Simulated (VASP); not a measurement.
**Al3BP2: single point with PBE**

Crystal: Al3BP2.

```
CELL_PARAMETERS angstrom
3.89454 0.00000 0.00000
-1.94727 3.37277 0.00000
0.00000 0.00000 7.84307
ATOMIC_POSITIONS crystal
Al 0.66667 0.33333 0.73142
Al 0.66667 0.33333 0.26858
Al 0.33333 0.66667 0.00000
B 0.66667 0.33333 0.50000
P 0.66667 0.33333 0.00000
P 0.00000 0.00000 0.00000
```

```json
{
  "Program": "VASP 6.6.1",
  "Task": "single point",
  "Functional": "PBE",
  "Potentials or basis": "VASP PAW PBE potentials, release 64 (Al, B, P)",
  "Cutoff": "520 eV",
  "k mesh": "6 × 6 × 2",
  "Occupations": "gaussian, width 0.1 eV",
  "Spin": "no spin polarisation",
  "Dipole correction": "no",
  "Further INCAR settings": "ALGO = Normal; EDIFF = 1e-06; NBANDS = 20"
}
```

| Quantity | Value |
| --- | --- |
| Pressure | 32.5 GPa |
| Largest force | 0.581 eV/Å |
| Band gap on the k mesh | zero (band 11 reaches 6.54 eV, above the bottom of band 12 at 5.07 eV) |

Forces in eV/Å, atoms in the order of the input:
```
Al   0.000  0.000  0.581
Al   0.000  0.000 -0.581
Al   0.000  0.000  0.000
B    0.000  0.000  0.000
P    0.000  0.000  0.000
P    0.000  0.000  0.000
```

Stress tensor (GPa, compression positive):
```
26.84  0.00  0.00
 0.00 26.84  0.00
 0.00  0.00 43.93
```

Levels at points of the mesh, in eV from the Fermi level:
```tsv
k point	band 9	band 10	band 11	band 12	band 13	band 14
(0.00, 0.00, 0.00)	-3.81	-1.65	0.23	1.19	1.19	1.77
(0.50, 0.00, 0.00)	-2.27	0.17	0.45	0.47	0.74	2.45
(0.00, 0.00, 0.50)	-3.87	0.09	0.18	0.97	0.97	1.82
(0.50, 0.00, 0.50)	-1.43	-0.11	-0.10	0.76	1.27	1.88
```

Run time: 29 s on 1 thread of Intel(R) Xeon(R) Platinum 8259CL CPU @ 2.50GHz (Skylake/Cascade Lake) (shared host), peak memory 0.22 GiB.

Caveat: the k points lie up to 0.40 Å⁻¹ apart.
